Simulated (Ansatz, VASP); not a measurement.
# Y: VASP beside Ansatz

File INCAR:

```
SYSTEM = Y
  ALGO = Normal
  EDIFF = 1E-6
  ENCUT = 520
  ISIF = 2
  ISMEAR = -1
  LASPH = .TRUE.
  LCHARG = .TRUE.
  LELF = .TRUE.
  LREAL = .FALSE.
  LVHAR = .TRUE.
  LWAVE = .FALSE.
  NBANDS = 12
  NELM = 60
  PREC = Accurate
  SIGMA = 0.05
```

Contents of KPOINTS:

```
k-points
0
G
  14 14 14
  0 0 0
```

File POSCAR:

```
Y
1.0
   -1.6492616208      1.6492616208      1.6492616208
    1.6492616208     -1.6492616208      1.6492616208
    1.6492616208      1.6492616208     -1.6492616208
Y
1
Direct
    0.0000000000      0.0000000000      0.0000000000
```

Input for Ansatz:

```yaml
crystal:
  lattice:
    - [-1.6492616208, 1.6492616208, 1.6492616208]
    - [1.6492616208, -1.6492616208, 1.6492616208]
    - [1.6492616208, 1.6492616208, -1.6492616208]
  atoms:
    - { symbol: "Y", position: [0.0, 0.0, 0.0] }
kpoints:
  mp_grid: { grid: [14, 14, 14] }
scf:
  occupations: { method: fermi_dirac, width: 0.05 }
hamiltonian:
  xc: lda
  pseudopotentials: { kind: paw }
output:
  forces: true
  stress: true
  eigenvalues: true
  populations: true
  write_density: true
  write_potential: true
  elf: true
  volumetric_format: npy
```

Change from the starting cell: volume scaled by 0.6, PAW files.

Alike in both runs: task single point; functional LDA; k mesh 14 × 14 × 14; occupations fermi-dirac, width 0.05 eV; no spin polarisation.

```csv
,VASP,Ansatz
version,VASP 6.6.1,Ansatz 0.2.0
potentials or method,"VASP PAW LDA potentials, release 64 (Y_sv)","PAW with Ansatz's default frozen-core files, scalar-relativistic"
plane-wave cutoff (eV),520,420
valence electrons in the cell,11,11
```

VASP gave:

| Property | Result |
| --- | --- |
| pressure (GPa) | 47.4 |

Task: Estimate Ansatz's values.

Result: Pressure (GPa): 47.7.

LDA's correlation is that of Perdew and Zunger in VASP and of Perdew and Wang (1992) in Ansatz. Both programs put the cell under a high pressure, so it lies far from rest at this level.
